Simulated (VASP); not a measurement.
# MgFe3O in VASP: a series of runs

MgFe3O is run at these levels: PBE; tasks: single point.

Everything below comes from runs of VASP 6.6.1. Logs are shortened: lines on timing, memory, paths and dates and some standing lists are left out, and cuts for length are marked.

**1. The cell of the first run**

The structure is trigonal, space group R-3m (No. 166). The conventional cell has a = 5.499 Å, b = 5.499 Å, c = 6.756 Å, α = 90.00°, β = 90.00°, γ = 120.00°. Within 3.6 Å of Mg (site symmetry -3m) lie 12 Fe at 2.75 to 2.76 Å and 8 O at 3.37 to 3.38 Å. Fe (site symmetry 2/m) has 2 O at 1.95 Å within 2.6 Å. Within 2.6 Å of O (site symmetry -3m) lie 6 Fe at 1.95 Å.

**2. Single point, PBE, collinear spin, ferromagnetic start**

The input, INCAR:

```
  PREC = Accurate
  ENCUT = 520
  EDIFF = 1E-6
  ISMEAR = 0
  SIGMA = 0.2
  LREAL = F
  LASPH = T
  NELM = 150
  ALGO = Normal
  ISIF = 2
  LWAVE = F
  LCHARG = F
  ISPIN = 2
  MAGMOM = 0 4 4 4 0
  LORBIT = 11
  LMAXMIX = 4
  GGA = PE
  NBANDS = 28
```

The input, KPOINTS:

```
regular mesh
0
Gamma
  4 4 4
```

The input, POSCAR:

```
MgFe3O
1.0
    2.7495474739      1.5874519742      2.2519174318
   -2.7495474739      1.5874519742      2.2519174318
    0.0000000000     -3.1749039485      2.2519174318
Mg Fe O
1 3 1
Direct
    0.0000000000      0.0000000000      0.0000000000
    0.5000000000      0.5000000000      0.0000000000
    0.0000000000      0.5000000000      0.5000000000
    0.5000000000      0.0000000000      0.5000000000
    0.5000000000      0.5000000000      0.5000000000
```

Potentials or basis: VASP PAW PBE potentials, release 64 (Mg, Fe, O).

Launch:

```console
> cat potpaw_PBE.64/Mg/POTCAR potpaw_PBE.64/Fe/POTCAR potpaw_PBE.64/O/POTCAR > POTCAR
> mpirun -np 1 vasp_std > vasp.out
```

OUTCAR:

```text
PREC = Accurate
   ENCUT = 520
   EDIFF = 1E-6
   ISMEAR = 0
   LREAL = F
   LASPH = T
   NELM = 150
   ISIF = 2
   ISPIN = 2
   LORBIT = 11
   GGA = PE

 ion  position               nearest neighbor table
   1  0.000  0.000  0.000-   2 2.75   2 2.75   3 2.75   3 2.75   4 2.75   4 2.75   2 2.76   2 2.76
                             3 2.76   4 2.76   4 2.76   3 2.76
   2  0.500  0.500  0.000-   5 1.95   5 1.95   1 2.75   1 2.75   4 2.75   4 2.75   3 2.75   3 2.75
                             1 2.76   1 2.76   3 2.76   4 2.76   3 2.76   4 2.76
   3  0.000  0.500  0.500-   5 1.95   5 1.95   4 2.75   4 2.75   1 2.75   2 2.75   2 2.75   1 2.75
                             4 2.76   4 2.76   2 2.76   1 2.76   2 2.76   1 2.76
   4  0.500  0.000  0.500-   5 1.95   5 1.95   3 2.75   3 2.75   1 2.75   2 2.75   1 2.75   2 2.75
                             3 2.76   3 2.76   2 2.76   1 2.76   1 2.76   2 2.76
   5  0.500  0.500  0.500-   3 1.95   4 1.95   4 1.95   3 1.95   2 1.95   2 1.95

  LATTYP: Found a trigonal (rhomboedric) cell.
 ALAT       =     3.8924474565
 COS(alpha) =     0.0020542721

  Lattice vectors:

 A1 = (   2.7495474739,   1.5874519742,   2.2519174318)
 A2 = (  -2.7495474739,   1.5874519742,   2.2519174318)
 A3 = (   0.0000000000,  -3.1749039485,   2.2519174318)

Analysis of symmetry for initial positions (statically):
=====================================================================
 Subroutine PRICEL returns:
 Original cell was already a primitive cell.

 Routine SETGRP: Setting up the symmetry group for a
 trigonal (rhombohedral) supercell.

 Subroutine GETGRP returns: Found 12 space group operations
 (whereof 12 operations were pure point group operations)
 out of a pool of 12 trial point group operations.

The static configuration has the point symmetry D_3d.

Analysis of symmetry for dynamics (positions and initial velocities):
=====================================================================
 Subroutine PRICEL returns:
 Original cell was already a primitive cell.

 Routine SETGRP: Setting up the symmetry group for a
 trigonal (rhombohedral) supercell.

 Subroutine GETGRP returns: Found 12 space group operations
 (whereof 12 operations were pure point group operations)
 out of a pool of 12 trial point group operations.

The dynamic configuration has the point symmetry D_3d.

Analysis of structural, dynamic, and magnetic symmetry:
=====================================================================
 Subroutine PRICEL returns:
 Original cell was already a primitive cell.

 Routine SETGRP: Setting up the symmetry group for a
 trigonal (rhombohedral) supercell.

 Subroutine GETGRP returns: Found 12 space group operations
 (whereof 12 operations were pure point group operations)
 out of a pool of 12 trial point group operations.

The overall configuration has the point symmetry D_3d.

 Subroutine INISYM returns: Found 12 space group operations
 (whereof 12 operations are pure point group operations),
 and found     1 'primitive' translations

----------------------------------------------------------------------------------------

                                     Primitive cell

  volume of cell :      58.9747

  direct lattice vectors                    reciprocal lattice vectors
     2.749547474  1.587451974  2.251917432     0.181848106  0.104990053  0.148022005
    -2.749547474  1.587451974  2.251917432    -0.181848106  0.104990053  0.148022005
     0.000000000 -3.174903948  2.251917432     0.000000000 -0.209980106  0.148022005

  length of vectors
     3.892447456  3.892447456  3.892447457     0.256908853  0.256908853  0.256908853

  position of ions in fractional coordinates (direct lattice)
     0.000000000  0.000000000  0.000000000
     0.500000000  0.500000000  0.000000000
     0.000000000  0.500000000  0.500000000
     0.500000000  0.000000000  0.500000000
     0.500000000  0.500000000  0.500000000

  ion indices of the primitive-cell ions
   primitive index   ion index
                 1           1
                 2           2
                 3           3
                 4           4
                 5           5

[... 39 lines left out ...]
 -0.250000  0.500000  0.250000      6.000000
  0.500000  0.500000  0.500000      1.000000
   k-points           NKPTS =     13   k-points in BZ     NKDIM =     13   number of bands    NBANDS=     28
   number of dos      NEDOS =    301   number of ions     NIONS =      5
   total plane-waves  NPLWV =  27000
   dimension x,y,z NGX =    30 NGY =   30 NGZ =   30
   dimension x,y,z NGXF=    60 NGYF=   60 NGZF=   60
   ions per type =               1   3   1
   NGX,Y,Z   is equivalent  to a cutoff of  12.81, 12.81, 12.81 a.u.
   NGXF,Y,Z  is equivalent  to a cutoff of  25.63, 25.63, 25.63 a.u.
 SYSTEM =  unknown system
   PREC   = accura    normal or accurate (medium, high low for compatibility)
   ISTART =      0    job   : 0-new  1-cont  2-samecut
   ICHARG =      2    charge: 1-file 2-atom 10-const
   ISPIN  =      2    spin polarized calculation?
   LNONCOLLINEAR =      F non collinear calculations
   LSORBIT =      F    spin-orbit coupling
   LASPH  =      T    aspherical Exc in radial PAW
   ENCUT  =  520.0 eV  38.22 Ry    6.18 a.u.   7.24  7.24  7.24*2*pi/ulx,y,z
   NELM   =    150;   NELMIN=  2; NELMDL= -5     # of ELM steps
   EDIFF  = 0.1E-05   stopping-criterion for ELM
   LREAL  =      F    real-space projection
   EDIFFG = 0.1E-04   stopping-criterion for IOM
   NSW    =      0    number of steps for IOM
   IBRION =     -1    ionic relax: 0-MD 1-quasi-New 2-CG
   NFREE  =      0    steps in history (QN), initial steepest desc. (CG)
   ISIF   =      2    stress and relaxation
   ISYM   =      2    0-nonsym 1-usesym 2-fastsym
   POTIM  = 0.5000    time-step for ionic-motion
   TEBEG  =    0.0;   TEEND  =   0.0 temperature during run
   PSTRESS=    0.0 pullay stress
   NELECT =      32.0000    total number of electrons
   NUPDOWN=      -1.0000    fix difference up-down
   EMIN   =  10.00;   EMAX   =-10.00  energy-range for DOS
   EFERMI =   0.00;   METHOD = LEGACY
   ISMEAR =     0;   SIGMA  =   0.20  broadening in eV -4-tet -1-fermi 0-gaus
   EFERMI_NEDOS =   21; number of points for ismear=-14 and -15
   IALGO  =     38    algorithm
   IMIX   =      4    mixing-type and parameters
     AMIX     =   0.40;   BMIX     =  1.00
     AMIX_MAG =   1.60;   BMIX_MAG =  1.00
  volume/ion in A,a.u.               =      11.79        79.60
  Fermi-wavevector in a.u.,A,eV,Ry     =   1.335272  2.523298 24.258515  1.782951
  Thomas-Fermi vector in A             =   2.463989
   LORBIT       =     11    0 simple, 1 ext, 2 COOP (PROOUT), +10 PAW based schemes
   GGA     = PE    functional components
   LHFCALC =     F    Hartree Fock is set to
   AEXX    =    0.0000 exact exchange contribution
   IVDW    =     0    specifies the selected vdW correction
   LEPSILON=     F    determine dielectric tensor
   LRPA    =     F    only Hartree local field effects (RPA)
 spin polarized calculation
 Gauss-broadening in eV      SIGMA  =   0.20
  energy-cutoff  :      520.00
  volume of cell :       58.97
 maximum number of plane-waves:      1622
 NGX is ok and might be reduce to    30

 number of electron      32.0000000 magnetization      12.0000000

 number of electron      31.9999993 magnetization       6.3166209

 Free energy of the ion-electron system (eV)
  ---------------------------------------------------
  ext. energy  EPLUGINS =         0.00000000
  ---------------------------------------------------
  free energy    TOTEN  =       -32.19983265 eV

  energy without entropy =      -32.13855721  energy(sigma->0) =      -32.16919493

 E-fermi :   5.7383     XC(G=0): -11.8415

 val. band max:        5.7257006155   @ k =   0.5000   0.2500   0.2500
 cond. band min:       5.7499613530   @ k =  -0.2500   0.2500   0.0000
 fundamental gap:      0.0242607375
 Fermi energy:         5.7383101686

 spin component 1

 k-point     1 :       0.0000    0.0000    0.0000
  band No.  band energies     occupation
      1     -16.7221      1.00000
      2      -1.6391      1.00000
      3      -1.6361      1.00000
      4      -1.6361      1.00000
      5      -1.2930      1.00000
      6       1.7982      1.00000
[... 392 lines left out ...]
     27      12.8989      0.00000
     28      22.4691      0.00000
 Fermi energy:         5.7383101686

 spin component 2

 k-point     1 :       0.0000    0.0000    0.0000
  band No.  band energies     occupation
      1     -16.5774      1.00000
      2      -1.5065      1.00000
      3      -1.5033      1.00000
      4      -1.5033      1.00000
      5      -1.2204      1.00000
      6       3.4122      1.00000
[... 392 lines left out ...]
     27      13.0101      0.00000
     28      22.3214      0.00000

------------------------ aborting loop because EDIFF is reached ----------------------------------------

  FORCE on cell =-STRESS in cart. coord.  units (eV):
  Direction    XX          YY          ZZ          XY          YZ          ZX
  --------------------------------------------------------------------------------------
  -------------------------------------------------------------------------------------
  Total        0.3123338      0.3123338      0.1596498      0.0000000     -0.0000000      0.0000000
  in kB        8.4852383      8.4852383      4.3372393      0.0000000     -0.0000000      0.0000000
  external PRESSURE =       7.1025720 kB  Pullay stress =       0.0000000 kB

 VOLUME and BASIS-vectors are now :
 -----------------------------------------------------------------------------
  energy-cutoff  :      520.00
  volume of cell :       58.97
      direct lattice vectors                 reciprocal lattice vectors
     2.749547474  1.587451974  2.251917432     0.181848106  0.104990053  0.148022005
    -2.749547474  1.587451974  2.251917432    -0.181848106  0.104990053  0.148022005
     0.000000000 -3.174903948  2.251917432     0.000000000 -0.209980106  0.148022005

 POSITION                                       TOTAL-FORCE (eV/Angst)
 -----------------------------------------------------------------------------------
      0.00000      0.00000      0.00000         0.000000     -0.000000     -0.000000
      0.00000      1.58745      2.25192         0.000000     -0.000000     -0.000000
     -1.37477     -0.79373      2.25192         0.000000      0.000000     -0.000000
      1.37477     -0.79373      2.25192        -0.000000     -0.000000     -0.000000
      0.00000     -0.00000      3.37788         0.000000      0.000000      0.000000
 -----------------------------------------------------------------------------------
    total drift:                               -0.000000      0.000000      0.000000

  FREE ENERGIE OF THE ION-ELECTRON SYSTEM (eV)
  ---------------------------------------------------
  free  energy   TOTEN  =       -32.1998326468 eV

  energy  without entropy=      -32.1385572091  energy(sigma->0) =      -32.16919493

 total charge

# of ion       s       p       d       tot
------------------------------------------
    1        0.206   0.187   0.035   0.429
    2        0.378   0.438   6.357   7.172
    3        0.378   0.438   6.357   7.172
    4        0.378   0.438   6.357   7.172
    5        1.544   3.497   0.000   5.041
--------------------------------------------------
tot          2.884   4.999  19.105  26.988

 magnetization (x)

# of ion       s       p       d       tot
------------------------------------------
    1       -0.020  -0.034  -0.005  -0.059
    2       -0.001  -0.018   2.199   2.180
    3       -0.001  -0.018   2.199   2.180
    4       -0.001  -0.018   2.199   2.180
    5       -0.002   0.060   0.000   0.058
--------------------------------------------------
tot         -0.025  -0.030   6.593   6.538
```

Run time: 25 s. Hardware: 1 thread of AMD EPYC 9R45 (Zen 5), shared host; peak memory 0.17 GiB.

What came out:

```
Free energy                                           : -32.1998 eV
Pressure                                              : 0.7 GPa
Net moment                                            : 6.32 μB per cell
Site moments                                          : Mg -0.06; Fe +2.18; O +0.06 μB
Valence electrons inside the program's atomic spheres : Mg 0.43; Fe 7.17; O 5.04
```

Stress tensor (GPa, compression positive):
```
0.85 0.00 0.00
0.00 0.85 0.00
0.00 0.00 0.43
```

Caveat: the k points lie up to 0.40 Å⁻¹ apart; only a ferromagnetic start was run, and an antiferromagnetic order may lie lower in energy. With open d or f shells a metallic result of PBE can be an artefact of self-interaction; +U or a hybrid may open a gap.

**3. Single point, PBE, collinear spin, ferromagnetic start**

This run uses another cell than the first one: it holds 10 atoms, not 5.

The input, INCAR:

```
SYSTEM = MgFe3O
PREC     = Accurate       ! precision mode
ENCUT    = 520            ! plane-wave cutoff, eV
EDIFF    = 1E-7           ! SCF threshold, eV
ISMEAR   = 0              ! smearing method
SIGMA    = 0.2            ! smearing width, eV
LREAL    = .False.        ! projectors in reciprocal space
LASPH    = .True.         ! aspherical terms in the spheres
NELM     = 150            ! most SCF steps
ALGO     = Normal         ! electronic algorithm
ISIF     = 2              ! what is computed and relaxed
LWAVE    = .False.        ! write WAVECAR
LCHARG   = .False.        ! write CHGCAR
ISPIN    = 2              ! spin polarisation
MAGMOM   = 0 0 4 4 4 4 4 4 0 0 ! initial moments
LORBIT   = 11             ! projections on sites
LMAXMIX  = 4              ! l up to which the mixer works
GGA      = PE             ! functional
NBANDS   = 47             ! bands
```

The input, KPOINTS:

```
Automatic mesh
0
Gamma
  4 4 4
  0 0 0
```

The input, POSCAR:

```
MgFe3O
1.0
   -2.7475704093      2.7475704093      3.8879367816
    2.7475704093     -2.7475704093      3.8879367816
    2.7475704093      2.7475704093     -3.8879367816
Mg Fe O
2 6 2
Direct
    0.2500000000      0.7500000000      0.5000000000
    0.7500000000      0.2500000000      0.5000000000
    0.2499517461      0.7499517461     -0.0000965077
    0.7500482539      0.2500482539      1.0000965077
    0.2500482539      0.2499517461      0.5000000000
    0.7499517461      0.7500482539      0.5000000000
    0.2500000000      0.2500000000      0.0000000000
    0.7500000000      0.7500000000      0.0000000000
    0.5000000000      0.5000000000      0.0000000000
    0.0000000000      0.0000000000      0.0000000000
```

Potentials or basis: VASP PAW PBE potentials, release 64 (Mg, Fe, O).

Launch:

```console
> cat potpaw_PBE.64/Mg/POTCAR potpaw_PBE.64/Fe/POTCAR potpaw_PBE.64/O/POTCAR > POTCAR
> mpirun -np 1 vasp_std > vasp.out
```

It took 2.8 min on 1 thread of AMD EPYC 9R45 (Zen 5), shared host; peak memory 0.35 GiB.

The run converged. Its results:

| Property | Result |
| --- | --- |
| Free energy | -64.3629 eV |
| Pressure | 0.8 GPa |
| Net moment | 12.29 μB per cell |
| Site moments | Mg -0.06; Fe +2.12, +2.13; O +0.05 μB |
| Valence electrons inside the program's atomic spheres | Mg 0.43; Fe 7.18; O 5.04 |

Stress tensor (GPa, compression positive):
```
0.81 0.00 0.00
0.00 0.81 0.00
0.00 0.00 0.71
```

Levels at points of the mesh, in eV from the Fermi level:
Spin up:
```tsv
k point	band 34	band 35	band 36	band 37	band 38	band 39	band 40	band 41	band 42	band 43
(0.00, 0.00, 0.00)	-0.99	-0.99	-0.99	-0.99	-0.80	0.09	0.23	0.23	0.23	3.17
(0.50, 0.00, 0.00)	-0.94	-0.54	-0.54	-0.54	-0.54	1.03	1.03	2.07	2.07	2.07
(0.50, 0.50, 0.00)	-1.38	-1.30	-0.99	-0.77	-0.49	-0.49	0.24	1.63	1.66	2.67
(0.50, 0.50, 0.50)	-1.38	-1.30	-0.99	-0.77	-0.49	-0.49	0.24	1.62	1.65	2.67
```
Spin down:
| k point | band 22 | band 23 | band 24 | band 25 | band 26 | band 27 | band 28 | band 29 | band 30 | band 31 |
| --- | --- | --- | --- | --- | --- | --- | --- | --- | --- | --- |
| (0.00, 0.00, 0.00) | -0.65 | -0.65 | -0.65 | 0.15 | 0.15 | 0.28 | 0.28 | 0.28 | 0.67 | 0.67 |
| (0.50, 0.00, 0.00) | -0.56 | -0.35 | -0.35 | -0.35 | -0.35 | 0.21 | 0.21 | 0.47 | 0.47 | 0.47 |
| (0.50, 0.50, 0.00) | -0.74 | -0.42 | -0.41 | -0.10 | 0.06 | 0.06 | 0.32 | 0.32 | 0.43 | 0.48 |
| (0.50, 0.50, 0.50) | -0.74 | -0.42 | -0.42 | -0.10 | 0.06 | 0.07 | 0.32 | 0.32 | 0.43 | 0.48 |

Caveat: the k points lie up to 0.40 Å⁻¹ apart; only a ferromagnetic start was run, and an antiferromagnetic order may lie lower in energy.
